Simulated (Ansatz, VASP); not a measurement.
**Two plane-wave programs on CdF2**

INCAR

```
PREC = Accurate
ENCUT = 520
EDIFF = 1E-6
ISMEAR = -1
SIGMA = 0.02
LREAL = False
LASPH = True
NELM = 80
ALGO = Normal
ISIF = 2
LWAVE = False
LCHARG = True
GGA = PE
LELF = True
LVHAR = True
NBANDS = 20
```

KPOINTS

```
regular mesh
0
Gamma
  8 8 8
```

POSCAR

```
CdF2
1.0
    0.0000000000      2.7876656466      2.7876656466
    2.7876656466      0.0000000000      2.7876656466
    2.7876656466      2.7876656466      0.0000000000
Cd F
1 2
Direct
    0.0000000000      0.0000000000      0.0000000000
    0.2500000000      0.2500000000      0.2500000000
    0.7500000000      0.7500000000      0.7500000000
```

Input for Ansatz:

```yaml
crystal:
  lattice:
    - [0.0, 2.7876656466, 2.7876656466]
    - [2.7876656466, 0.0, 2.7876656466]
    - [2.7876656466, 2.7876656466, 0.0]
  atoms:
    - { symbol: Cd, position: [0.0, 0.0, 0.0] }
    - { symbol: F, position: [0.25, 0.25, 0.25] }
    - { symbol: F, position: [0.75, 0.75, 0.75] }
kpoints:
  mp_grid: { grid: [8, 8, 8] }
  band_path:
    path:
      - [0.0, 0.0, 0.0]
      - [0.5, 0.0, 0.5]
      - [0.625, 0.25, 0.625]
      - [0.375, 0.375, 0.75]
      - [0.5, 0.5, 0.5]
      - [0.5, 0.25, 0.75]
    npoints: 1
hamiltonian:
  xc: pbe
scf:
  occupations: { method: fermi_dirac, width: 0.02 }
  n_extra_bands: 4
output:
  forces: true
  stress: true
  eigenvalues: true
```

Change from the starting cell: hydrostatic strain +3.5%.

Alike in both runs: task single point; functional PBE; k mesh 8 × 8 × 8; occupations fermi-dirac, width 0.02 eV; no spin polarisation.

```csv
,VASP,Ansatz
version,VASP 6.6.1,Ansatz 0.2.0
potentials or method,"VASP PAW PBE potentials, release 64 (Cd, F)","plane waves, PAW"
plane-wave cutoff (eV),520,420
valence electrons in the cell,26,34
```

```csv
,VASP,Ansatz,Ansatz less VASP
gap on the k mesh at the Fermi level (eV),2.71,2.74,+0.027
pressure (GPa),-3.8,-4.2,-0.38
```

VASP's potentials hold 26 valence electrons a cell and Ansatz's 34, so a difference there can come from the potentials and not from the codes.
